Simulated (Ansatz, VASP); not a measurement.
**Ag: VASP beside Ansatz**

Contents of INCAR:

```
SYSTEM = Ag
PREC = Accurate
ENCUT = 600
EDIFF = 1E-6
ISMEAR = -1
SIGMA = 0.1
LREAL = .FALSE.
LASPH = .TRUE.
NELM = 80
ALGO = Normal
ISIF = 3
LWAVE = .FALSE.
LCHARG = .FALSE.
GGA = PE
IBRION = 2
NSW = 60
EDIFFG = -0.005
```

The input KPOINTS:

```
Automatic mesh
0
G
  16 16 16
  0 0 0
```

POSCAR

```
Ag
1.0
    0.0000000000      2.0734371548      2.0734371548
    2.0734371548      0.0000000000      2.0734371548
    2.0734371548      2.0734371548      0.0000000000
Ag
1
Direct
    0.0000000000      0.0000000000      0.0000000000
```

Input for Ansatz:

```yaml
crystal:
  lattice:
    - [0.0, 2.0734371548, 2.0734371548]
    - [2.0734371548, 0.0, 2.0734371548]
    - [2.0734371548, 2.0734371548, 0.0]
  atoms:
    - { symbol: Ag, position: [0.0, 0.0, 0.0] }
kpoints:
  mp_grid: { grid: [16, 16, 16] }
scf:
  occupations: { method: fermi_dirac, width: 0.1 }
hamiltonian:
  xc: pbe
  pseudopotentials: { kind: paw }
output:
  forces: true
  stress: true
  write_density: true
  write_potential: true
  elf: true
  volumetric_format: npy
relax:
  f_tol: 0.005
  max_steps: 40
  cell: {}
```

Alike in both runs: task relaxation of cell and atoms; functional PBE; k mesh 16 × 16 × 16; occupations fermi-dirac, width 0.1 eV; no spin polarisation.

|  | VASP | Ansatz |
| --- | --- | --- |
| version | VASP 6.6.1 | Ansatz 0.2.0 |
| potentials or method | VASP PAW PBE potentials, release 64 (Ag) | PAW with Ansatz's default frozen-core files, scalar-relativistic |
| plane-wave cutoff (eV) | 600 | 420 |
| valence electrons in the cell | 11 | 19 |

```tsv
	VASP	Ansatz	Ansatz less VASP
relaxed volume (Å³/atom)	17.83	17.85	+0.018
relaxed cell length with the largest relative difference (Å)	2.932	2.933	+0.0010
```

VASP's potentials hold 11 valence electrons a cell and Ansatz's 19, so a difference there can come from the potentials and not from the codes.

Noted on VASP's run: the relaxation stopped at its first step, so nothing moved.
